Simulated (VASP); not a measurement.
Wanted: the native input for a VASP 6.6.1 run.

```
Task                   : relaxation of cell and atoms
Functional             : PBE
Dispersion             : D4
Potentials or basis    : VASP PAW PBE potentials, release 64 (Ca_sv, Se)
Cutoff                 : 500 eV
k mesh                 : 8 × 8 × 8
Occupations            : gaussian, width 0.02 eV
Spin                   : no spin polarisation
Dipole correction      : no
Further INCAR settings : ALGO = Normal; EDIFF = 1e-07; IBRION = 2; EDIFFG = -0.002; NSW = 100; ISIF = 3
```

The structure of CaSe (r.b) lies in POSCAR:

```
CaSe
1.0
    0.0000000000      2.9450000000      2.9450000000
    2.9450000000      0.0000000000      2.9450000000
    2.9450000000      2.9450000000      0.0000000000
Ca Se
1 1
Direct
    0.0000000000      0.0000000000      0.0000000000
    0.5000000000      0.5000000000      0.5000000000
```

These files were run (other wordings do the same):

INCAR

```
SYSTEM = CaSe
ALGO     = Normal         ! electronic algorithm
EDIFF    = 1E-7           ! SCF threshold, eV
EDIFFG   = -0.002         ! ionic threshold
ENCUT    = 500            ! plane-wave cutoff, eV
GGA      = PE             ! functional
GGA_COMPAT= .False.      
IBRION   = 2              ! ionic algorithm
ISIF     = 3              ! what is computed and relaxed
ISMEAR   = 0              ! smearing method
IVDW     = 13             ! dispersion correction
LASPH    = .True.         ! aspherical terms in the spheres
LCHARG   = .False.        ! write CHGCAR
LREAL    = .False.        ! projectors in reciprocal space
LWAVE    = .False.        ! write WAVECAR
NELM     = 120            ! most SCF steps
NELMIN   = 4            
NSW      = 100            ! ionic steps
PREC     = Accurate       ! precision mode
SIGMA    = 0.02           ! smearing width, eV
```

KPOINTS

```
k-points
0
Gamma
  8 8 8
  0 0 0
```

Potentials or basis: VASP PAW PBE potentials, release 64 (Ca_sv, Se).

The run is started by

```bash
$ cat potpaw_PBE.64/Ca_sv/POTCAR potpaw_PBE.64/Se/POTCAR > POTCAR
$ mpirun -np 1 vasp_std > vasp.out
```

Results of the run:

The relaxed volume is 25.71 Å³/atom and the relaxed cell is a = 4.174 Å, b = 4.174 Å, c = 4.174 Å, α = 60.00°, β = 60.00°, γ = 60.00°. The space group after relaxing (to 0.05 Å) is Fm-3m (No. 225). The energy gained by relaxing is 0.2 meV/atom and the ionic steps are 3. The pressure after relaxing is 0.0 GPa and the band gap on the k mesh is 2.01 eV, indirect (least direct gap 2.95 eV). The dispersion energy per atom is -0.241 eV.

Run time: 80 s on 1 thread of Intel Xeon 8259CL, on a shared host, peak memory 0.18 GiB.
